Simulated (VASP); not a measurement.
# Tc12H (a cell with a defect) in VASP: single point with PBE

Aim: the single point of Tc12H (a cell with a defect) with PBE.

All numbers are computed with VASP 6.6.1; they aren't measurements. Logs are shortened: lines on timing, memory, paths and dates and some standing lists are left out, and cuts for length are marked.

**1. The cell of the first run**

The cell holds a defect, 13 atoms: a = 5.480 Å, b = 8.220 Å, c = 4.395 Å, α = 90.00°, β = 90.00°, γ = 120.00°.

**2. Single point, PBE**

INCAR

```
SYSTEM = Tc12H
  PREC = Accurate
  ENCUT = 520
  EDIFF = 1E-6
  ISMEAR = -1
  SIGMA = 0.05
  LREAL = .False.
  LASPH = .True.
  NELM = 80
  ALGO = Normal
  ISIF = 2
  LWAVE = .False.
  LCHARG = .True.
  GGA = PE
  LELF = .True.
  LVHAR = .True.
  NBANDS = 90
```

KPOINTS

```
regular mesh
0
Gamma
  3 2 3
  0 0 0
```

POSCAR

```
Tc12H
1.0
    5.4800000000      0.0000000000      0.0000000000
   -4.1100000000      7.1187290000      0.0000000000
    0.0000000000      0.0000000000      4.3949600000
Tc H
12 1
Direct
   -0.0019778717     -0.0012008151     -0.0013947231
    0.1657873676      0.2216381395      0.4996318508
    0.0016084672      0.3306554882     -0.0058425296
    0.1733337459      0.5583145754      0.5076765608
    0.0039331395      0.6719820440     -0.0046707321
    0.1658072715      0.8889242049      0.5003931837
    0.4996133837      0.0000124553      0.0010377193
    0.6615565719      0.2169102416      0.5062543188
    0.4922406823      0.3306628617     -0.0065270542
    0.6634408349      0.5586352322      0.5076019288
    0.4995005358      0.6674153814      0.0019299025
    0.6674347683      0.8903849242      0.5029519520
    0.8312920033      0.4446825669      0.2558025222
```

Potentials or basis: VASP PAW PBE potentials, release 64 (Tc_pv, H).

Run with:

```
$ cat potpaw_PBE.64/Tc_pv/POTCAR potpaw_PBE.64/H/POTCAR > POTCAR
$ mpirun -np 1 vasp_std > vasp.out
```

OUTCAR:

```text
SYSTEM = Tc12H
   PREC = Accurate
   ENCUT = 520
   EDIFF = 1E-6
   ISMEAR = -1
   LREAL = .False.
   LASPH = .True.
   NELM = 80
   ISIF = 2
   GGA = PE

 ion  position               nearest neighbor table
   1  0.998  0.999  0.999-  12 2.68   6 2.70   5 2.70   2 2.71   6 2.71   2 2.71  12 2.72   3 2.72
                             9 2.72  11 2.73   7 2.74   7 2.74
   2  0.166  0.222  0.500-   9 2.67   3 2.67   1 2.71   9 2.71   3 2.71   1 2.71  12 2.73   6 2.73
                             8 2.74   8 2.74   4 2.75  10 2.75
   3  0.002  0.331  0.994-  13 1.99   2 2.67   4 2.68   8 2.68   9 2.69   2 2.71   1 2.72   7 2.73
                            11 2.75   8 2.77   4 2.78   9 2.79   5 2.80
   4  0.173  0.558  0.508-  13 1.96  11 2.67   5 2.68   3 2.68  10 2.68  11 2.71  12 2.72   6 2.74
                             2 2.75   5 2.77   3 2.78  10 2.80   8 2.81
   5  0.004  0.672  0.995-  13 1.98   6 2.67   4 2.68  10 2.68   1 2.70   6 2.70   7 2.71  11 2.73
                            11 2.75   4 2.77  10 2.77   3 2.80   9 2.80
   6  0.166  0.889  0.500-   5 2.67   1 2.70   5 2.70   8 2.71   7 2.71   7 2.71   1 2.71  10 2.73
                             2 2.73  12 2.74   4 2.74  12 2.74
   7  0.500  0.000  0.001-   8 2.67  12 2.70   8 2.70   5 2.71   6 2.71   6 2.71  12 2.71  11 2.73
                             3 2.73   1 2.74   9 2.74   1 2.74
   8  0.662  0.217  0.506-  13 1.96   7 2.67   9 2.68   3 2.68  12 2.70   7 2.70   6 2.71   2 2.74
                             2 2.74   3 2.77   9 2.77  10 2.80   4 2.81
   9  0.492  0.331  0.993-  13 1.98   2 2.67   8 2.68  10 2.68   3 2.69   2 2.71   1 2.72   7 2.74
                            11 2.75   8 2.77  10 2.78   3 2.79   5 2.80
  10  0.663  0.559  0.508-  13 1.95  11 2.67   9 2.68   5 2.68   4 2.68  11 2.71  12 2.72   6 2.73
                             2 2.75   5 2.77   9 2.78   4 2.80   8 2.80
  11  0.500  0.667  0.002-   4 2.67  10 2.67  12 2.71   4 2.71  10 2.71  12 2.71   1 2.73   7 2.73
                             5 2.73   5 2.75   9 2.75   3 2.75
  12  0.667  0.890  0.503-   1 2.68   7 2.70   8 2.70  11 2.71   7 2.71  11 2.71   1 2.72  10 2.72
                             4 2.72   2 2.73   6 2.74   6 2.74
  13  0.831  0.445  0.256-  10 1.95   8 1.96   4 1.96   9 1.98   5 1.98   3 1.99

  LATTYP: Found a simple monoclinic cell.
 ALAT       =     5.4800000000
 B/A-ratio  =     0.8020000000
 C/A-ratio  =     1.3228756879
 COS(beta)  =    -0.1889822319

  Lattice vectors:

 A1 = (   5.4800000000,   0.0000000000,   0.0000000000)
 A2 = (   0.0000000000,   0.0000000000,   4.3949600000)
 A3 = (  -1.3700000000,  -7.1187290000,   0.0000000000)

Analysis of symmetry for initial positions (statically):
=====================================================================
 Subroutine PRICEL returns:
 Original cell was already a primitive cell.

 Routine SETGRP: Setting up the symmetry group for a
 simple monoclinic supercell.

 Subroutine GETGRP returns: Found  1 space group operations
 (whereof  1 operations were pure point group operations)
 out of a pool of  4 trial point group operations.

The static configuration has the point symmetry C_1 .

Analysis of symmetry for dynamics (positions and initial velocities):
=====================================================================
 Subroutine PRICEL returns:
 Original cell was already a primitive cell.

 Routine SETGRP: Setting up the symmetry group for a
 simple monoclinic supercell.

 Subroutine GETGRP returns: Found  1 space group operations
 (whereof  1 operations were pure point group operations)
 out of a pool of  4 trial point group operations.

The dynamic configuration has the point symmetry C_1 .

 Subroutine INISYM returns: Found  1 space group operations
 (whereof  1 operations are pure point group operations),
 and found     1 'primitive' translations

----------------------------------------------------------------------------------------

                                     Primitive cell

  volume of cell :     171.4502

  direct lattice vectors                    reciprocal lattice vectors
     5.480000000  0.000000000  0.000000000     0.182481752  0.105355886  0.000000000
    -4.110000000  7.118729000  0.000000000     0.000000000  0.140474514  0.000000000
     0.000000000  0.000000000  4.394960000     0.000000000  0.000000000  0.227533356

  length of vectors
[... 69 lines left out ...]
|     Results are often still useful ...                                      |
|                                                                             |
 -----------------------------------------------------------------------------

 Subroutine IBZKPT returns following result:
 ===========================================

 Found     10 irreducible k-points:

 Following reciprocal coordinates:
            Coordinates               Weight
  0.000000  0.000000  0.000000      1.000000
  0.333333  0.000000  0.000000      2.000000
  0.000000  0.500000  0.000000      1.000000
  0.333333  0.500000  0.000000      2.000000
  0.000000  0.000000  0.333333      2.000000
  0.333333  0.000000  0.333333      2.000000
 -0.333333 -0.000000  0.333333      2.000000
  0.000000  0.500000  0.333333      2.000000
  0.333333  0.500000  0.333333      2.000000
 -0.333333  0.500000  0.333333      2.000000
   k-points           NKPTS =     10   k-points in BZ     NKDIM =     10   number of bands    NBANDS=     90
   number of dos      NEDOS =    301   number of ions     NIONS =     13
   total plane-waves  NPLWV =  96768
   dimension x,y,z NGX =    42 NGY =   64 NGZ =   36
   dimension x,y,z NGXF=    84 NGYF=  128 NGZF=   72
   ions per type =              12   1
   NGX,Y,Z   is equivalent  to a cutoff of  12.74, 12.94, 13.62 a.u.
   NGXF,Y,Z  is equivalent  to a cutoff of  25.48, 25.89, 27.24 a.u.
 SYSTEM =  Tc12H
   PREC   = accura    normal or accurate (medium, high low for compatibility)
   ISTART =      0    job   : 0-new  1-cont  2-samecut
   ICHARG =      2    charge: 1-file 2-atom 10-const
   ISPIN  =      1    spin polarized calculation?
   LNONCOLLINEAR =      F non collinear calculations
   LSORBIT =      F    spin-orbit coupling
   LASPH  =      T    aspherical Exc in radial PAW
   ENCUT  =  520.0 eV  38.22 Ry    6.18 a.u.  10.19 15.28  8.17*2*pi/ulx,y,z
   NELM   =     80;   NELMIN=  2; NELMDL= -5     # of ELM steps
   EDIFF  = 0.1E-05   stopping-criterion for ELM
   LREAL  =      F    real-space projection
   EDIFFG = 0.1E-04   stopping-criterion for IOM
   NSW    =      0    number of steps for IOM
   IBRION =     -1    ionic relax: 0-MD 1-quasi-New 2-CG
   NFREE  =      0    steps in history (QN), initial steepest desc. (CG)
   ISIF   =      2    stress and relaxation
   ISYM   =      2    0-nonsym 1-usesym 2-fastsym
   POTIM  = 0.5000    time-step for ionic-motion
   TEBEG  =    0.0;   TEEND  =   0.0 temperature during run
   PSTRESS=    0.0 pullay stress
   NELECT =     157.0000    total number of electrons
   NUPDOWN=      -1.0000    fix difference up-down
   EMIN   =  10.00;   EMAX   =-10.00  energy-range for DOS
   EFERMI =   0.00;   METHOD = LEGACY
   ISMEAR =    -1;   SIGMA  =   0.05  broadening in eV -4-tet -1-fermi 0-gaus
   EFERMI_NEDOS =   21; number of points for ismear=-14 and -15
   IALGO  =     38    algorithm
   IMIX   =      4    mixing-type and parameters
     AMIX     =   0.40;   BMIX     =  1.00
     AMIX_MAG =   1.60;   BMIX_MAG =  1.00
  volume/ion in A,a.u.               =      13.19        89.00
  Fermi-wavevector in a.u.,A,eV,Ry     =   1.589750  3.004191 34.386057  2.527304
  Thomas-Fermi vector in A             =   2.688551
   LORBIT       =      0    0 simple, 1 ext, 2 COOP (PROOUT), +10 PAW based schemes
   GGA     = PE    functional components
   LHFCALC =     F    Hartree Fock is set to
   AEXX    =    0.0000 exact exchange contribution
   IVDW    =     0    specifies the selected vdW correction
   LEPSILON=     F    determine dielectric tensor
   LRPA    =     F    only Hartree local field effects (RPA)
 non-spin polarized calculation
  energy-cutoff  :      520.00
  volume of cell :      171.45
 maximum number of plane-waves:      4639
 NGX is ok and might be reduce to    42
   NGX = 21   NGY = 31   NGZ = 17

 number of electron     157.0000007 magnetization

 Free energy of the ion-electron system (eV)
  ---------------------------------------------------
  ext. energy  EPLUGINS =         0.00000000
  ---------------------------------------------------
  free energy    TOTEN  =      -127.86211792 eV

  energy without entropy =     -127.72896518  energy(sigma->0) =     -127.79554155

 E-fermi :  12.7575     XC(G=0): -13.8615

 val. band max:       12.7482145953   @ k =   0.3333   0.5000   0.3333
 cond. band min:      12.7633642649   @ k =   0.0000   0.5000   0.3333
 fundamental gap:      0.0151496695
 Fermi energy:        12.7575123031

 k-point     1 :       0.0000    0.0000    0.0000
  band No.  band energies     occupation
      1     -26.6919      2.00000
      2     -26.5327      2.00000
      3     -26.4107      2.00000
      4     -26.3983      2.00000
      5     -26.3394      2.00000
      6     -26.3171      2.00000
[... 919 lines left out ...]
     89      14.7024      0.00000
     90      14.7155      0.00000

------------------------ aborting loop because EDIFF is reached ----------------------------------------

  FORCE on cell =-STRESS in cart. coord.  units (eV):
  Direction    XX          YY          ZZ          XY          YZ          ZX
  --------------------------------------------------------------------------------------
  -------------------------------------------------------------------------------------
  Total        7.2183239      7.1283504      5.4154586     -0.1314854      0.0178782     -0.0157273
  in kB       67.4542007     66.6134120     50.6066835     -1.2287124      0.1670689     -0.1469695
  external PRESSURE =      61.5580987 kB  Pullay stress =       0.0000000 kB

 VOLUME and BASIS-vectors are now :
 -----------------------------------------------------------------------------
  energy-cutoff  :      520.00
  volume of cell :      171.45
      direct lattice vectors                 reciprocal lattice vectors
     5.480000000  0.000000000  0.000000000     0.182481752  0.105355886  0.000000000
    -4.110000000  7.118729000  0.000000000     0.000000000  0.140474514  0.000000000
     0.000000000  0.000000000  4.394960000     0.000000000  0.000000000  0.227533356

 POSITION                                       TOTAL-FORCE (eV/Angst)
 -----------------------------------------------------------------------------------
      1.36410      7.11018      4.38883        -0.012036     -0.017412     -0.066435
     -0.00242      1.57778      2.19586         0.007768     -0.009762      0.060421
     -1.35018      2.35385      4.36928        -0.038826      0.025439     -0.069610
     -1.34480      3.97449      2.23122        -0.037004     -0.015397      0.066382
     -2.74029      4.78366      4.37443        -0.016703     -0.031407     -0.061691
     -2.74485      6.32801      2.19921        -0.023070     -0.007107      0.052350
      2.73783      0.00009      0.00456         0.017386      0.008079     -0.049109
      2.73383      1.54413      2.22497        -0.004413      0.027467      0.074625
      1.33845      2.35390      4.36627         0.024516      0.024988     -0.036780
      1.33966      3.97677      2.23089         0.034177     -0.025188      0.079150
     -0.00581      4.75115      0.00848         0.004724      0.009268     -0.059525
     -0.00194      6.33841      2.21045         0.016496      0.015025      0.064266
      2.72783      3.16557      1.12424         0.026983     -0.003993     -0.054044
 -----------------------------------------------------------------------------------
    total drift:                                0.000100      0.000172     -0.000066

  FREE ENERGIE OF THE ION-ELECTRON SYSTEM (eV)
  ---------------------------------------------------
  free  energy   TOTEN  =      -127.8621179222 eV

  energy  without entropy=     -127.7289651764  energy(sigma->0) =     -127.79554155
```

Wall time 3.9 min (1 thread of Intel Xeon Platinum 8559C (Emerald Rapids), shared host); peak memory 0.34 GiB.

Results:

```
Free energy            : -127.8621 eV
Pressure               : 6.2 GPa
Largest force          : 0.090 eV/Å
Band gap on the k mesh : zero (an odd number of electrons rules out a gap without spin polarisation)
```

Forces in eV/Å, atoms in the order of the input:
```
Tc  -0.012 -0.017 -0.066
Tc   0.008 -0.010  0.060
Tc  -0.039  0.025 -0.070
Tc  -0.037 -0.015  0.066
Tc  -0.017 -0.031 -0.062
Tc  -0.023 -0.007  0.052
Tc   0.017  0.008 -0.049
Tc  -0.004  0.027  0.075
Tc   0.025  0.025 -0.037
Tc   0.034 -0.025  0.079
Tc   0.005  0.009 -0.060
Tc   0.016  0.015  0.064
H    0.027 -0.004 -0.054
```

Caveat: the k points lie up to 0.48 Å⁻¹ apart, too coarse for converged energies and pressures of a metal.
